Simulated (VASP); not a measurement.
Wanted: the native input for a VASP 6.6.1 run.

```yaml
Task: single point
Functional: PBE
Potentials_or_basis: VASP PAW PBE potentials, release 64 (Mg, Se)
Cutoff: 520 eV
k_mesh: 6 × 4 × 4
Occupations: gaussian, width 0.2 eV
Spin: no spin polarisation
Dipole_correction: no
Further_INCAR_settings: ALGO = Normal; EDIFF = 1e-06; NBANDS = 20
```

The structure of Mg7Se lies in POSCAR:

```
Mg7Se
1.0
    0.0000000000      0.0000000000      4.6298744636
    6.3800719552      0.0000000000      0.0000000000
    0.0000000000      6.3800719552      0.0000000000
Mg Se
7 1
Direct
    0.0850101634      0.2620420306      0.2620420306
    0.0850101634      0.7379579694      0.7379579694
    0.0850101634      0.7379579694      0.2620420306
    0.0850101634      0.2620420306      0.7379579694
    0.5878912488      0.5000000000      1.0000000000
    0.5878912488      1.0000000000      0.5000000000
    0.5922981063      0.5000000000      0.5000000000
    0.7863979922      1.0000000000      1.0000000000
```

The input as run:

INCAR

```
SYSTEM = Mg7Se
PREC = Accurate
ENCUT = 520
EDIFF = 1E-6
ISMEAR = 0
SIGMA = 0.2
LREAL = .FALSE.
LASPH = .TRUE.
NELM = 80
ALGO = Normal
ISIF = 2
LWAVE = .FALSE.
LCHARG = .TRUE.
GGA = PE
LELF = .TRUE.
LVHAR = .TRUE.
NBANDS = 20
```

KPOINTS

```
Automatic mesh
0
G
  6 4 4
  0 0 0
```

Potentials or basis: VASP PAW PBE potentials, release 64 (Mg, Se).

Command:

```sh
$ cat potpaw_PBE.64/Mg/POTCAR potpaw_PBE.64/Se/POTCAR > POTCAR
$ mpirun -np 1 vasp_std > vasp.out
```

It gave:

| Property | Result |
| --- | --- |
| Pressure | -0.1 GPa |
| Largest force | 0.027 eV/Å |
| Band gap on the k mesh | zero (bands 10 and 11 overlap by 1.98 eV) |

Wall time 45 s on 1 thread of Intel(R) Xeon(R) 6975P-C (Granite Rapids) (shared host), peak memory 0.31 GiB.
